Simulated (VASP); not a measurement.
# Ti (R-3m) in VASP: further runs, part 2 of 2

VASP 6.6.1. Earlier steps stand in the parts before.

### Step 4. Electric field gradients, LDA (equal xy, yz and zx shear strains of -2 %)

INCAR

```
SYSTEM = Ti
PREC = Accurate ; ENCUT = 520
EDIFF = 1E-8 ; ISMEAR = -1
SIGMA = 0.05 ; LREAL = .FALSE.
LASPH = .TRUE. ; NELM = 60
ALGO = Normal ; ISIF = 2
LWAVE = .FALSE. ; LCHARG = .FALSE.
LEFG = .TRUE. ; NBANDS = 12
```

KPOINTS

```
Automatic mesh
0
G
  15 15 15
  0 0 0
```

POSCAR

```
Ti
1.0
   -0.0406000000      2.0097000000      2.0097000000
    2.0097000000     -0.0406000000      2.0097000000
    2.0097000000      2.0097000000     -0.0406000000
Ti
1
Direct
    0.0000000000      0.0000000000      0.0000000000
```

Potentials or basis: VASP PAW LDA potentials, release 64 (Ti_sv).

On the command line:

```bash
> cat potpaw_LDA.64/Ti_sv/POTCAR > POTCAR
> mpirun -np 1 vasp_std > vasp.out
```

OUTCAR:

```text
SYSTEM = Ti
   PREC = Accurate
   ENCUT = 520
   EDIFF = 1E-8
   ISMEAR = -1
   LREAL = .FALSE.
   LASPH = .TRUE.
   NELM = 60
   ISIF = 2

 ion  position               nearest neighbor table
   1  0.000  0.000  0.000-

  LATTYP: Found a trigonal (rhomboedric) cell.
 ALAT       =     2.8424349667
 COS(alpha) =     0.4797000918

  Lattice vectors:

 A1 = (  -0.0406000000,   2.0097000000,   2.0097000000)
 A2 = (   2.0097000000,  -0.0406000000,   2.0097000000)
 A3 = (   2.0097000000,   2.0097000000,  -0.0406000000)

Analysis of symmetry for initial positions (statically):
[... 563 lines left out ...]
    total drift:                               -0.000000     -0.000000     -0.000000

  FREE ENERGIE OF THE ION-ELECTRON SYSTEM (eV)
  ---------------------------------------------------
  free  energy   TOTEN  =        -8.4911184697 eV

  energy  without entropy=       -8.4772673359  energy(sigma->0) =       -8.48419290

 Electric field gradients (V/A^2)
---------------------------------------------------------------------
 ion       V_xx      V_yy      V_zz      V_xy      V_xz      V_yz
---------------------------------------------------------------------
   1       0.000     0.000    -0.000     4.574     4.574     4.574
---------------------------------------------------------------------

 Electric field gradients after diagonalization (V/A^2)
 (convention: |V_zz| > |V_xx| > |V_yy|)
----------------------------------------------------------------------
 ion       V_xx      V_yy      V_zz     asymmetry (V_yy - V_xx)/ V_zz
----------------------------------------------------------------------
   1      -4.574    -4.574     9.148       0.000
----------------------------------------------------------------------

           NMR quadrupolar parameters

 Cq : quadrupolar parameter    Cq=e*Q*V_zz/h
 eta: asymmetry parameters     (V_yy - V_xx)/ V_zz
 Q  : nuclear electric quadrupole moment in mb (millibarn)
----------------------------------------------------------------------
 ion       Cq(MHz)       eta       Q (mb)
----------------------------------------------------------------------
   1       0.022       0.000       1.000
----------------------------------------------------------------------
```

OSZICAR:

```text
N       E                     dE             d eps       ncg     rms          rms(c)
DAV:   1     0.861012038540E+02    0.86101E+02   -0.65414E+03  8264   0.119E+03
DAV:   2    -0.524156958260E+01   -0.91343E+02   -0.88931E+02  8428   0.296E+02
DAV:   3    -0.939260552509E+01   -0.41510E+01   -0.41064E+01 11588   0.642E+01
DAV:   4    -0.948488570941E+01   -0.92280E-01   -0.92188E-01  9200   0.836E+00
DAV:   5    -0.948724035447E+01   -0.23546E-02   -0.23544E-02  9920   0.114E+00    0.844E+00
DAV:   6    -0.850157320238E+01    0.98567E+00   -0.20382E+00  9044   0.208E+01    0.222E+00
DAV:   7    -0.848406514337E+01    0.17508E-01   -0.96554E-02 10036   0.331E+00    0.126E+00
DAV:   8    -0.849080212322E+01   -0.67370E-02   -0.40102E-02  8544   0.260E+00    0.159E-01
DAV:   9    -0.849108193887E+01   -0.27982E-03   -0.30186E-03 10424   0.632E-01    0.801E-02
DAV:  10    -0.849113053262E+01   -0.48594E-04   -0.30682E-04  8648   0.205E-01    0.123E-02
DAV:  11    -0.849111956978E+01    0.10963E-04   -0.20509E-05  9824   0.633E-02    0.111E-02
DAV:  12    -0.849111845235E+01    0.11174E-05   -0.36555E-06  8916   0.243E-02    0.160E-03
DAV:  13    -0.849111847348E+01   -0.21133E-07   -0.10057E-07  9528   0.322E-03    0.120E-03
DAV:  14    -0.849111846967E+01    0.38087E-08   -0.46241E-08  8880   0.313E-03
   1 F= -.84911185E+01 E0= -.84841929E+01  d E =-.138511E-01
```

Run time: 45 s. Hardware: 1 thread of AMD EPYC 9R45 (Zen 5), shared host; peak memory 0.15 GiB.

What came out:

```yaml
Free_energy: -8.4911 eV
Pressure: -4.9 GPa
Band_gap_on_the_k_mesh: zero (band 6 reaches 9.21 eV, above the bottom of band 7 at 8.06 eV)
```

Stress tensor (GPa, compression positive):
```
-4.92  1.02  1.02
 1.02 -4.92  1.02
 1.02  1.02 -4.92
```

Levels at points of the mesh, in eV from the Fermi level:
```tsv
k point	band 2	band 3	band 4	band 5	band 6	band 7	band 8	band 9	band 10	band 11
(0.00, 0.00, 0.00)	-32.16	-32.16	-32.12	-6.11	0.74	0.74	1.08	2.56	2.56	15.53
```

Electric field gradients, principal values (V/Å²):
```csv
atom,least,middle,greatest (by size)
1 Ti,-4.574,-4.574,9.148
```

Caveat: the cell differs from its parent crystal (equal xy, yz and zx shear strains of -2 %); without QUAD_EFG the Cq values of the log hold for a quadrupole moment of 1 mb, not for the nuclei.

### Step 5. Electric field gradients, LDA (equal xy, yz and zx shear strains of -2 %)

INCAR

```
PREC     = Accurate       # precision mode
ENCUT    = 520            # plane-wave cutoff, eV
EDIFF    = 1E-8           # SCF threshold, eV
ISMEAR   = -1             # smearing method
SIGMA    = 0.05           # smearing width, eV
LREAL    = False          # projectors in reciprocal space
LASPH    = True           # aspherical terms in the spheres
NELM     = 100            # most SCF steps
ALGO     = Normal         # electronic algorithm
ISIF     = 2              # what is computed and relaxed
LWAVE    = False          # write WAVECAR
LCHARG   = False          # write CHGCAR
GGA      = CA             # functional
LEFG     = True         
NBANDS   = 12             # bands
```

KPOINTS

```
regular mesh
0
Gamma
  15 15 15
```

POSCAR is that of step 4.

Potentials or basis: VASP PAW LDA potentials, release 64 (Ti_sv).

On the command line:

```bash
> cat potpaw_LDA.64/Ti_sv/POTCAR > POTCAR
> mpirun -np 1 vasp_std > vasp.out
```

OUTCAR:

```text
PREC = Accurate
   ENCUT = 520
   EDIFF = 1E-8
   ISMEAR = -1
   LREAL = False
   LASPH = True
   NELM = 100
   ISIF = 2
   GGA = CA

 ion  position               nearest neighbor table
   1  0.000  0.000  0.000-

  LATTYP: Found a trigonal (rhomboedric) cell.
 ALAT       =     2.8424349667
 COS(alpha) =     0.4797000918

  Lattice vectors:

 A1 = (  -0.0406000000,   2.0097000000,   2.0097000000)
 A2 = (   2.0097000000,  -0.0406000000,   2.0097000000)
 A3 = (   2.0097000000,   2.0097000000,  -0.0406000000)

Analysis of symmetry for initial positions (statically):
=====================================================================
 Subroutine PRICEL returns:
 Original cell was already a primitive cell.

 Routine SETGRP: Setting up the symmetry group for a
 trigonal (rhombohedral) supercell.

 Subroutine GETGRP returns: Found 12 space group operations
 (whereof 12 operations were pure point group operations)
 out of a pool of 12 trial point group operations.

The static configuration has the point symmetry D_3d.

Analysis of symmetry for dynamics (positions and initial velocities):
=====================================================================
 Subroutine PRICEL returns:
 Original cell was already a primitive cell.

 Routine SETGRP: Setting up the symmetry group for a
 trigonal (rhombohedral) supercell.

 Subroutine GETGRP returns: Found 12 space group operations
 (whereof 12 operations were pure point group operations)
 out of a pool of 12 trial point group operations.

The dynamic configuration has the point symmetry D_3d.

 Subroutine INISYM returns: Found 12 space group operations
[... 161 lines left out ...]
     10      10.9546      0.00000
     11      23.9264      0.00000
     12      28.2329      0.00000
[... 331 lines left out ...]
 k-point    24 :       0.2000    0.1333    0.0000
  band No.  band energies     occupation
      1     -47.5197      2.00000
      2     -23.9791      2.00000
      3     -23.8274      2.00000
      4     -23.8048      2.00000
      5       3.5433      2.00000
      6       8.4204      0.74668
      7       9.6060      0.00000
      8       9.9037      0.00000
      9      10.2710      0.00000
     10      11.2195      0.00000
     11      24.3455      0.00000
     12      25.3116      0.00000

 [... further k-points ...]

------------------------ aborting loop because EDIFF is reached ----------------------------------------

  FORCE on cell =-STRESS in cart. coord.  units (eV):
  Direction    XX          YY          ZZ          XY          YZ          ZX
  --------------------------------------------------------------------------------------
  -------------------------------------------------------------------------------------
  Total       -0.5140691     -0.5140691     -0.5140691      0.1069890      0.1069890      0.1069890
  in kB      -49.2430725    -49.2430725    -49.2430725     10.2485540     10.2485540     10.2485540
  external PRESSURE =     -49.2430725 kB  Pullay stress =       0.0000000 kB

 VOLUME and BASIS-vectors are now :
 -----------------------------------------------------------------------------
  energy-cutoff  :      520.00
  volume of cell :       16.73
      direct lattice vectors                 reciprocal lattice vectors
    -0.040600000  2.009700000  2.009700000    -0.241378315  0.246355187  0.246355187
     2.009700000 -0.040600000  2.009700000     0.246355187 -0.241378315  0.246355187
     2.009700000  2.009700000 -0.040600000     0.246355187  0.246355187 -0.241378315

 POSITION                                       TOTAL-FORCE (eV/Angst)
 -----------------------------------------------------------------------------------
      0.00000      0.00000      0.00000         0.000000      0.000000      0.000000
 -----------------------------------------------------------------------------------
    total drift:                               -0.000000     -0.000000     -0.000000

  FREE ENERGIE OF THE ION-ELECTRON SYSTEM (eV)
  ---------------------------------------------------
  free  energy   TOTEN  =        -8.4911184697 eV

  energy  without entropy=       -8.4772673359  energy(sigma->0) =       -8.48419290

 Electric field gradients (V/A^2)
---------------------------------------------------------------------
 ion       V_xx      V_yy      V_zz      V_xy      V_xz      V_yz
---------------------------------------------------------------------
   1       0.000     0.000    -0.000     4.574     4.574     4.574
---------------------------------------------------------------------

 Electric field gradients after diagonalization (V/A^2)
 (convention: |V_zz| > |V_xx| > |V_yy|)
----------------------------------------------------------------------
 ion       V_xx      V_yy      V_zz     asymmetry (V_yy - V_xx)/ V_zz
----------------------------------------------------------------------
   1      -4.574    -4.574     9.148       0.000
----------------------------------------------------------------------

           NMR quadrupolar parameters

 Cq : quadrupolar parameter    Cq=e*Q*V_zz/h
 eta: asymmetry parameters     (V_yy - V_xx)/ V_zz
 Q  : nuclear electric quadrupole moment in mb (millibarn)
----------------------------------------------------------------------
 ion       Cq(MHz)       eta       Q (mb)
----------------------------------------------------------------------
   1       0.022       0.000       1.000
----------------------------------------------------------------------
```

OSZICAR:

```text
N       E                     dE             d eps       ncg     rms          rms(c)
DAV:   1     0.861012038540E+02    0.86101E+02   -0.65414E+03  8264   0.119E+03
DAV:   2    -0.524156958260E+01   -0.91343E+02   -0.88931E+02  8428   0.296E+02
DAV:   3    -0.939260552509E+01   -0.41510E+01   -0.41064E+01 11588   0.642E+01
DAV:   4    -0.948488570941E+01   -0.92280E-01   -0.92188E-01  9200   0.836E+00
DAV:   5    -0.948724035447E+01   -0.23546E-02   -0.23544E-02  9920   0.114E+00    0.844E+00
DAV:   6    -0.850157320238E+01    0.98567E+00   -0.20382E+00  9044   0.208E+01    0.222E+00
DAV:   7    -0.848406514337E+01    0.17508E-01   -0.96554E-02 10036   0.331E+00    0.126E+00
DAV:   8    -0.849080212322E+01   -0.67370E-02   -0.40102E-02  8544   0.260E+00    0.159E-01
DAV:   9    -0.849108193887E+01   -0.27982E-03   -0.30186E-03 10424   0.632E-01    0.801E-02
DAV:  10    -0.849113053262E+01   -0.48594E-04   -0.30682E-04  8648   0.205E-01    0.123E-02
DAV:  11    -0.849111956978E+01    0.10963E-04   -0.20509E-05  9824   0.633E-02    0.111E-02
DAV:  12    -0.849111845235E+01    0.11174E-05   -0.36555E-06  8916   0.243E-02    0.160E-03
DAV:  13    -0.849111847348E+01   -0.21133E-07   -0.10057E-07  9528   0.322E-03    0.120E-03
DAV:  14    -0.849111846967E+01    0.38087E-08   -0.46241E-08  8880   0.313E-03
   1 F= -.84911185E+01 E0= -.84841929E+01  d E =-.138511E-01
```

stdout:

```text
POSCAR found type information on POSCAR Ti
 POSCAR found :  1 types and       1 ions
 scaLAPACK will be used
 LDA part: xc-table for (Slater(with rela. corr.)+CA(PZ))
 , standard interpolation
 POSCAR, INCAR and KPOINTS ok, starting setup
 FFT: planning ... GRIDC
 FFT: planning ... GRID_SOFT
 FFT: planning ... GRID
 WAVECAR not read
 entering main loop
ion   1
```

Wall time 45 s (1 thread of AMD EPYC 9R45 (Zen 5), shared host); peak memory 0.15 GiB.

Results:

| Quantity | Value |
| --- | --- |
| Free energy | -8.4911 eV |
| Pressure | -4.9 GPa |
| Band gap on the k mesh | zero (band 6 reaches 9.21 eV, above the bottom of band 7 at 8.06 eV) |

Stress tensor (GPa, compression positive):
```
-4.92  1.02  1.02
 1.02 -4.92  1.02
 1.02  1.02 -4.92
```

Electric field gradients, principal values (V/Å²):
```csv
atom,least,middle,greatest (by size)
1 Ti,-4.574,-4.574,9.148
```

Caveat: the cell differs from its parent crystal (equal xy, yz and zx shear strains of -2 %); without QUAD_EFG the Cq values of the log hold for a quadrupole moment of 1 mb, not for the nuclei.

### Step 6. Electric field gradients, LDA (equal xy, yz and zx shear strains of +1 %)

INCAR

```
PREC = Accurate ; ENCUT = 520
EDIFF = 1E-8 ; ISMEAR = -1
SIGMA = 0.05 ; LREAL = F
LASPH = T ; NELM = 60
ALGO = Normal ; ISIF = 2
LWAVE = F ; LCHARG = F
LEFG = T ; NBANDS = 12
```

KPOINTS

```
Automatic mesh
0
Gamma
  15 15 15
```

POSCAR

```
Ti
1.0
    0.0203000000      2.0401500000      2.0401500000
    2.0401500000      0.0203000000      2.0401500000
    2.0401500000      2.0401500000      0.0203000000
Ti
1
Direct
    0.0000000000      0.0000000000      0.0000000000
```

Potentials or basis: VASP PAW LDA potentials, release 64 (Ti_sv).

On the command line:

```bash
> cat potpaw_LDA.64/Ti_sv/POTCAR > POTCAR
> mpirun -np 1 vasp_std > vasp.out
```

OUTCAR:

```text
PREC = Accurate
   ENCUT = 520
   EDIFF = 1E-8
   ISMEAR = -1
   LREAL = F
   LASPH = T
   NELM = 60
   ISIF = 2

 ion  position               nearest neighbor table
   1  0.000  0.000  0.000-

  LATTYP: Found a trigonal (rhomboedric) cell.
 ALAT       =     2.8852792127
 COS(alpha) =     0.5099250056

  Lattice vectors:

 A1 = (   0.0203000000,   2.0401500000,   2.0401500000)
 A2 = (   2.0401500000,   0.0203000000,   2.0401500000)
 A3 = (   2.0401500000,   2.0401500000,   0.0203000000)

Analysis of symmetry for initial positions (statically):
=====================================================================
 Subroutine PRICEL returns:
 Original cell was already a primitive cell.

 Routine SETGRP: Setting up the symmetry group for a
 trigonal (rhombohedral) supercell.

 Subroutine GETGRP returns: Found 12 space group operations
 (whereof 12 operations were pure point group operations)
 out of a pool of 12 trial point group operations.

The static configuration has the point symmetry D_3d.

Analysis of symmetry for dynamics (positions and initial velocities):
=====================================================================
 Subroutine PRICEL returns:
 Original cell was already a primitive cell.

 Routine SETGRP: Setting up the symmetry group for a
 trigonal (rhombohedral) supercell.

 Subroutine GETGRP returns: Found 12 space group operations
 (whereof 12 operations were pure point group operations)
 out of a pool of 12 trial point group operations.

The dynamic configuration has the point symmetry D_3d.

 Subroutine INISYM returns: Found 12 space group operations
 (whereof 12 operations are pure point group operations),
[... 162 lines left out ...]
     12      28.2294      0.00000
[... 331 lines left out ...]
 k-point    24 :       0.2000    0.1333   -0.0000
  band No.  band energies     occupation
      1     -47.5228      2.00000
      2     -23.9785      2.00000
      3     -23.8339      2.00000
      4     -23.8132      2.00000
      5       3.5430      2.00000
      6       8.4319      0.62079
      7       9.7039      0.00000
      8       9.7849      0.00000
      9      10.2748      0.00000
     10      11.2050      0.00000
     11      24.5874      0.00000
     12      25.1775      0.00000

 [... further k-points ...]

------------------------ aborting loop because EDIFF is reached ----------------------------------------

  FORCE on cell =-STRESS in cart. coord.  units (eV):
  Direction    XX          YY          ZZ          XY          YZ          ZX
  --------------------------------------------------------------------------------------
  -------------------------------------------------------------------------------------
  Total       -0.5167793     -0.5167793     -0.5167793     -0.0503157     -0.0503157     -0.0503157
  in kB      -49.4914345    -49.4914345    -49.4914345     -4.8186878     -4.8186878     -4.8186878
  external PRESSURE =     -49.4914345 kB  Pullay stress =       0.0000000 kB

 VOLUME and BASIS-vectors are now :
 -----------------------------------------------------------------------------
  energy-cutoff  :      520.00
  volume of cell :       16.73
      direct lattice vectors                 reciprocal lattice vectors
     0.020300000  2.040150000  2.040150000    -0.248768595  0.246317673  0.246317673
     2.040150000  0.020300000  2.040150000     0.246317673 -0.248768595  0.246317673
     2.040150000  2.040150000  0.020300000     0.246317673  0.246317673 -0.248768595

 POSITION                                       TOTAL-FORCE (eV/Angst)
 -----------------------------------------------------------------------------------
      0.00000      0.00000      0.00000        -0.000000     -0.000000     -0.000000
 -----------------------------------------------------------------------------------
    total drift:                               -0.000000     -0.000000      0.000000

  FREE ENERGIE OF THE ION-ELECTRON SYSTEM (eV)
  ---------------------------------------------------
  free  energy   TOTEN  =        -8.4933919546 eV

  energy  without entropy=       -8.4791824317  energy(sigma->0) =       -8.48628719

 Electric field gradients (V/A^2)
---------------------------------------------------------------------
 ion       V_xx      V_yy      V_zz      V_xy      V_xz      V_yz
---------------------------------------------------------------------
   1       0.000     0.000     0.000    -2.288    -2.288    -2.288
---------------------------------------------------------------------

 Electric field gradients after diagonalization (V/A^2)
 (convention: |V_zz| > |V_xx| > |V_yy|)
----------------------------------------------------------------------
 ion       V_xx      V_yy      V_zz     asymmetry (V_yy - V_xx)/ V_zz
----------------------------------------------------------------------
   1       2.288     2.288    -4.576       0.000
----------------------------------------------------------------------

           NMR quadrupolar parameters

 Cq : quadrupolar parameter    Cq=e*Q*V_zz/h
 eta: asymmetry parameters     (V_yy - V_xx)/ V_zz
 Q  : nuclear electric quadrupole moment in mb (millibarn)
----------------------------------------------------------------------
 ion       Cq(MHz)       eta       Q (mb)
----------------------------------------------------------------------
   1      -0.011       0.000       1.000
----------------------------------------------------------------------
```

It took 46 s on 1 thread of AMD EPYC 9R45 (Zen 5), shared host; peak memory 0.15 GiB.

What came out:

| Item | Value |
| --- | --- |
| Free energy | -8.4934 eV |
| Pressure | -4.9 GPa |
| Band gap on the k mesh | zero (band 6 reaches 9.16 eV, above the bottom of band 7 at 8.08 eV) |

Electric field gradients, principal values (V/Å²):
```csv
atom,least,middle,greatest (by size)
1 Ti,2.288,2.288,-4.576
```

Caveat: the cell differs from its parent crystal (equal xy, yz and zx shear strains of +1 %); without QUAD_EFG the Cq values of the log hold for a quadrupole moment of 1 mb, not for the nuclei.

### Step 7. Overview

```csv
cell,gap on the mesh (eV),pressure (GPa)
"a = 2.900 Å, angles 58.7°, 1 atom",none,-4.9
"a = 2.842 Å, angles 61.3°, 1 atom",none,-4.9
"a = 2.885 Å, angles 59.3°, 1 atom",none,-4.9
```

Alike in all rows: task electric field gradients; level LDA; potentials or basis VASP PAW LDA potentials, release 64 (Ti_sv); no spin polarisation; k mesh 15 × 15 × 15; cutoff (eV) 520; smearing fermi-dirac 0.05 eV.

Absolute energies hang on the potentials; compare differences alone.
